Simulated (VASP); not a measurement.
# Zr2H3 (Pmmm) in VASP: a series of runs, part 2 of 2

VASP 6.6.1.

### Step 3. Relaxation of cell and atoms, PBE

The input, INCAR:

```
  PREC = Accurate
  ENCUT = 600
  EDIFF = 1E-6
  ISMEAR = 0
  SIGMA = 0.1
  LREAL = False
  LASPH = True
  NELM = 100
  ALGO = Normal
  ISIF = 3
  LWAVE = False
  LCHARG = False
  GGA = PE
  IBRION = 2
  NSW = 90
  EDIFFG = -0.04
```

The input, KPOINTS:

```
regular mesh
0
Gamma
  6 4 4
```

The input, POSCAR:

```
Zr2H3
1.0
    3.4682560600      0.0000000000      0.0000000000
    0.0000000000      4.2666091700      0.0000000000
    0.0000000000      0.0000000000      5.1434890700
Zr H
2 3
Direct
    0.5000000000      0.5000000000      0.5000000000
    0.5000000000      0.0000000000      0.5000000000
    0.0000000000      0.0000000000      0.5000000000
    0.5000000000      0.0000000000      0.0000000000
    0.0000000000      0.0000000000      0.0000000000
```

Potentials or basis: VASP PAW PBE potentials, release 64 (Zr_sv, H).

Launch:

```
> cat potpaw_PBE.64/Zr_sv/POTCAR potpaw_PBE.64/H/POTCAR > POTCAR
> mpirun -np 1 vasp_std > vasp.out
```

OUTCAR:

```text
PREC = Accurate
   ENCUT = 600
   EDIFF = 1E-6
   ISMEAR = 0
   LREAL = False
   LASPH = True
   NELM = 100
   ISIF = 3
   GGA = PE
   IBRION = 2
   NSW = 90
   EDIFFG = -0.04

 ion  position               nearest neighbor table
   1  0.500  0.500  0.500-   2 2.13   2 2.13
   2  0.500  0.000  0.500-   3 1.73   3 1.73   1 2.13   1 2.13
   3  0.000  0.000  0.500-   2 1.73   2 1.73
   4  0.500  0.000  0.000-
   5  0.000  0.000  0.000-

  LATTYP: Found a simple orthorhombic cell.
 ALAT       =     3.4682560600
 B/A-ratio  =     1.2301886297
 C/A-ratio  =     1.4830188374

  Lattice vectors:

 A1 = (   3.4682560600,   0.0000000000,   0.0000000000)
 A2 = (   0.0000000000,   4.2666091700,   0.0000000000)
 A3 = (   0.0000000000,   0.0000000000,   5.1434890700)

Analysis of symmetry for initial positions (statically):
=====================================================================
 Subroutine PRICEL returns:
 Original cell was already a primitive cell.

 Routine SETGRP: Setting up the symmetry group for a
 simple orthorhombic supercell.

 Subroutine GETGRP returns: Found  8 space group operations
 (whereof  8 operations were pure point group operations)
 out of a pool of  8 trial point group operations.

The static configuration has the point symmetry D_2h.

Analysis of symmetry for dynamics (positions and initial velocities):
=====================================================================
 Subroutine PRICEL returns:
 Original cell was already a primitive cell.

 Routine SETGRP: Setting up the symmetry group for a
 simple orthorhombic supercell.

 Subroutine GETGRP returns: Found  8 space group operations
 (whereof  8 operations were pure point group operations)
 out of a pool of  8 trial point group operations.

The dynamic configuration has the point symmetry D_2h.

 Subroutine INISYM returns: Found  8 space group operations
 (whereof  8 operations are pure point group operations),
 and found     1 'primitive' translations

----------------------------------------------------------------------------------------

                                     Primitive cell

  volume of cell :      76.1118

  direct lattice vectors                    reciprocal lattice vectors
     3.468256060  0.000000000  0.000000000     0.288329346  0.000000000  0.000000000
     0.000000000  4.266609170  0.000000000     0.000000000  0.234378158  0.000000000
     0.000000000  0.000000000  5.143489070     0.000000000  0.000000000  0.194420555

  length of vectors
     3.468256060  4.266609170  5.143489070     0.288329346  0.234378158  0.194420555

  position of ions in fractional coordinates (direct lattice)
     0.500000000  0.500000000  0.500000000
     0.500000000  0.000000000  0.500000000
     0.000000000  0.000000000  0.500000000
     0.500000000  0.000000000  0.000000000
     0.000000000  0.000000000  0.000000000

  ion indices of the primitive-cell ions
   primitive index   ion index
                 1           1
                 2           2
                 3           3
                 4           4
                 5           5

----------------------------------------------------------------------------------------

 KPOINTS: regular mesh

Automatic generation of k-mesh.
 Grid dimensions read from file:
[... 54 lines left out ...]
   NGXF,Y,Z  is equivalent  to a cutoff of  26.84, 28.05, 27.15 a.u.
 SYSTEM =  unknown system
   PREC   = accura    normal or accurate (medium, high low for compatibility)
   ISTART =      0    job   : 0-new  1-cont  2-samecut
   ICHARG =      2    charge: 1-file 2-atom 10-const
   ISPIN  =      1    spin polarized calculation?
   LNONCOLLINEAR =      F non collinear calculations
   LSORBIT =      F    spin-orbit coupling
   LASPH  =      T    aspherical Exc in radial PAW
   ENCUT  =  600.0 eV  44.10 Ry    6.64 a.u.   6.93  8.52 10.27*2*pi/ulx,y,z
   NELM   =    100;   NELMIN=  2; NELMDL= -5     # of ELM steps
   EDIFF  = 0.1E-05   stopping-criterion for ELM
   LREAL  =      F    real-space projection
   EDIFFG = -.4E-01   stopping-criterion for IOM
   NSW    =     90    number of steps for IOM
   IBRION =      2    ionic relax: 0-MD 1-quasi-New 2-CG
   NFREE  =      1    steps in history (QN), initial steepest desc. (CG)
   ISIF   =      3    stress and relaxation
   ISYM   =      2    0-nonsym 1-usesym 2-fastsym
   POTIM  = 0.5000    time-step for ionic-motion
   TEBEG  =    0.0;   TEEND  =   0.0 temperature during run
   PSTRESS=    0.0 pullay stress
   NELECT =      27.0000    total number of electrons
   NUPDOWN=      -1.0000    fix difference up-down
   EMIN   =  10.00;   EMAX   =-10.00  energy-range for DOS
   EFERMI =   0.00;   METHOD = LEGACY
   ISMEAR =     0;   SIGMA  =   0.10  broadening in eV -4-tet -1-fermi 0-gaus
   EFERMI_NEDOS =   21; number of points for ismear=-14 and -15
   IALGO  =     38    algorithm
   IMIX   =      4    mixing-type and parameters
     AMIX     =   0.40;   BMIX     =  1.00
     AMIX_MAG =   1.60;   BMIX_MAG =  1.00
  volume/ion in A,a.u.               =      15.22       102.73
  Fermi-wavevector in a.u.,A,eV,Ry     =   1.158899  2.190001 18.273253  1.343046
  Thomas-Fermi vector in A             =   2.295496
   LORBIT       =      0    0 simple, 1 ext, 2 COOP (PROOUT), +10 PAW based schemes
   GGA     = PE    functional components
   LHFCALC =     F    Hartree Fock is set to
   AEXX    =    0.0000 exact exchange contribution
   IVDW    =     0    specifies the selected vdW correction
   LEPSILON=     F    determine dielectric tensor
   LRPA    =     F    only Hartree local field effects (RPA)
 conjugate gradient relaxation of ions
 non-spin polarized calculation
 Gauss-broadening in eV      SIGMA  =   0.10
  energy-cutoff  :      600.00
  volume of cell :       76.11
 maximum number of plane-waves:      2560
 NGX is ok and might be reduce to    28
   NGX = 13   NGY = 17   NGZ = 21

--------------------------------------- Ionic step        1  -------------------------------------------

 number of electron      27.0000000 magnetization

 Free energy of the ion-electron system (eV)
  ---------------------------------------------------
  ext. energy  EPLUGINS =         0.00000000
  ---------------------------------------------------
  free energy    TOTEN  =       -17.85172112 eV

  energy without entropy =      -17.82808580  energy(sigma->0) =      -17.83990346

------------------------ aborting loop because EDIFF is reached ----------------------------------------

  FORCE on cell =-STRESS in cart. coord.  units (eV):
  Direction    XX          YY          ZZ          XY          YZ          ZX
  --------------------------------------------------------------------------------------
  -------------------------------------------------------------------------------------
  Total        4.4593825     30.4839215     -5.5889156     -0.0000000      0.0000000      0.0000000
  in kB       93.8714380    641.6963650   -117.6484731     -0.0000000      0.0000000      0.0000000
  external PRESSURE =     205.9731099 kB  Pullay stress =       0.0000000 kB
[... 98 lines left out ...]
  FREE ENERGIE OF THE ION-ELECTRON SYSTEM (eV)
  ---------------------------------------------------
  free  energy   TOTEN  =       -21.5236159383 eV

  energy  without entropy=      -21.5039944385  energy(sigma->0) =      -21.51380519

 E-fermi :   3.6827     XC(G=0):  -8.7251

 val. band max:        3.6692921166   @ k =   0.0000   0.0000   0.0000
 cond. band min:       3.7108807142   @ k =   0.5000   0.5000   0.2500
 fundamental gap:      0.0415885977
 Fermi energy:         3.6827294537

 k-point     1 :       0.0000    0.0000    0.0000
  band No.  band energies     occupation
      1     -45.8972      2.00000
      2     -45.0928      2.00000
      3     -24.4211      2.00000
      4     -24.0448      2.00000
      5     -23.8268      2.00000
      6     -23.2482      2.00000
[... 459 lines left out ...]
      6     -23.4647      2.00000
[... 9 lines left out ...]
     16       4.5227      0.00000
     17       4.9970      0.00000

 [... further k-points ...]

[... ionic steps 4 to 9 ...]

--------------------------------------- Ionic step       10  -------------------------------------------

 number of electron      26.9999996 magnetization

------------------------ aborting loop because EDIFF is reached ----------------------------------------
[... 73 lines left out ...]
--------------------------------------- Ionic step       12  -------------------------------------------

 number of electron      26.9999996 magnetization

 Free energy of the ion-electron system (eV)
  ---------------------------------------------------
  ext. energy  EPLUGINS =         0.00000000
  ---------------------------------------------------
  free energy    TOTEN  =       -23.13075622 eV

  energy without entropy =      -23.12011107  energy(sigma->0) =      -23.12543364

 E-fermi :   4.9013     XC(G=0):  -9.5700

 val. band max:        4.8742106043   @ k =   0.5000   0.5000   0.5000
 cond. band min:       4.9141695671   @ k =   0.5000   0.5000   0.5000
 fundamental gap:      0.0399589627
 Fermi energy:         4.9013145476

 k-point     1 :       0.0000    0.0000    0.0000
  band No.  band energies     occupation
      1     -44.4917      2.00000
      2     -43.4059      2.00000
      3     -22.8860      2.00000
      4     -22.4350      2.00000
      5     -22.4216      2.00000
      6     -21.4600      2.00000
[... 503 lines left out ...]
  FREE ENERGIE OF THE ION-ELECTRON SYSTEM (eV)
  ---------------------------------------------------
  free  energy   TOTEN  =       -23.1307562163 eV

  energy  without entropy=      -23.1201110729  energy(sigma->0) =      -23.12543364

 reached required accuracy - stopping structural energy minimisation
```

OSZICAR:

```text
N       E                     dE             d eps       ncg     rms          rms(c)
DAV:   1     0.279321218957E+03    0.27932E+03   -0.14917E+04  1224   0.160E+03
DAV:   2     0.144932664823E+01   -0.27787E+03   -0.27418E+03  1533   0.436E+02
DAV:   3    -0.189466204742E+02   -0.20396E+02   -0.19773E+02  2243   0.956E+01
[... 132 lines left out ...]
DAV:   4    -0.231307446091E+02   -0.14004E-04   -0.21014E-04  1694   0.861E-02    0.300E-02
DAV:   5    -0.231307514614E+02   -0.68523E-05   -0.24657E-05  1702   0.286E-02    0.142E-02
DAV:   6    -0.231307548899E+02   -0.34286E-05   -0.72348E-06  1613   0.174E-02    0.641E-03
DAV:   7    -0.231307560749E+02   -0.11850E-05   -0.12870E-06   858   0.856E-03    0.111E-03
DAV:   8    -0.231307562163E+02   -0.14138E-06   -0.18561E-07   653   0.414E-03
  12 F= -.23130756E+02 E0= -.23125434E+02  d E =-.936854E-03
```

CONTCAR:

```text
Zr2H3
   1.00000000000000
     3.6299702132611218    0.0000000000000000    0.0000000000000000
    -0.0000000000000000    5.6253020838118282    0.0000000000000000
     0.0000000000000000    0.0000000000000000    3.5974453160519255
  Zr              H
     2     3
Direct
     0.5000000000000000    0.5000000000000000    0.5000000000000000
     0.5000000000000000    0.0000000000000000    0.5000000000000000
     1.0000000000000000    0.0000000000000000    0.5000000000000000
     0.5000000000000000    0.0000000000000000    0.0000000000000000
     1.0000000000000000    0.0000000000000000    0.0000000000000000

  0.00000000E+00  0.00000000E+00  0.00000000E+00
  0.00000000E+00  0.00000000E+00  0.00000000E+00
  0.00000000E+00  0.00000000E+00  0.00000000E+00
  0.00000000E+00  0.00000000E+00  0.00000000E+00
  0.00000000E+00  0.00000000E+00  0.00000000E+00
```

Run time: 3.6 min. Hardware: 1 thread of Intel Xeon 6975P-C (Granite Rapids), shared host; peak memory 0.23 GiB.

What came out:

```
Free energy                           : -23.1308 eV
Relaxed volume                        : 14.69 Å³/atom
Relaxed cell                          : a = 3.630 Å, b = 5.625 Å, c = 3.597 Å, α = 90.00°, β = 90.00°, γ = 90.00°
Space group after relaxing (to 0.1 Å) : P4/mmm (No. 123)
Energy gained by relaxing             : 1055.8 meV/atom
Ionic steps                           : 12
Pressure after relaxing               : 0.0 GPa
Band gap on the k mesh                : zero (an odd number of electrons rules out a gap without spin polarisation)
```

The path:
```
step  energy change (eV)  largest force (eV/Å)  pressure (GPa)  volume (Å³)
   1              0.0000                0.0000           20.60        76.11
   2             -3.6678                0.0000           -5.96        97.20
   3             -3.6719                0.0000           -5.10        95.72
   4             -4.1015                0.0000           -4.22        88.71
   5             -5.0596                0.0000            6.03        68.33
   6             -5.0847                0.0000            7.41        67.34
   7             -5.1401                0.0000            6.46        67.83
   8             -5.2615                0.0000            1.96        71.53
   9             -5.2777                0.0000           -0.47        74.02
  10             -5.2781                0.0000           -0.17        73.69
  11             -5.2781                0.0000           -0.07        73.57
  12             -5.2790                0.0000            0.02        73.46
```

Final structure:
```cif
data_structure
_symmetry_space_group_name_H-M 'P 1'
_symmetry_Int_Tables_number 1
_cell_length_a 3.6300
_cell_length_b 5.6253
_cell_length_c 3.5974
_cell_angle_alpha 90.000
_cell_angle_beta 90.000
_cell_angle_gamma 90.000
_cell_volume 73.46
loop_
_atom_site_label
_atom_site_type_symbol
_atom_site_fract_x
_atom_site_fract_y
_atom_site_fract_z
_atom_site_occupancy
Zr1 Zr 0.50000 0.50000 0.50000 1
Zr2 Zr 0.50000 0.00000 0.50000 1
H1 H 0.00000 0.00000 0.50000 1
H2 H 0.50000 0.00000 0.00000 1
H3 H 0.00000 0.00000 0.00000 1
```

Caveat: the k points lie up to 0.44 Å⁻¹ apart in the final cell, too coarse for converged energies and pressures of a metal; a cell axis changed by over 15 % at a fixed basis, so the end point is rough.
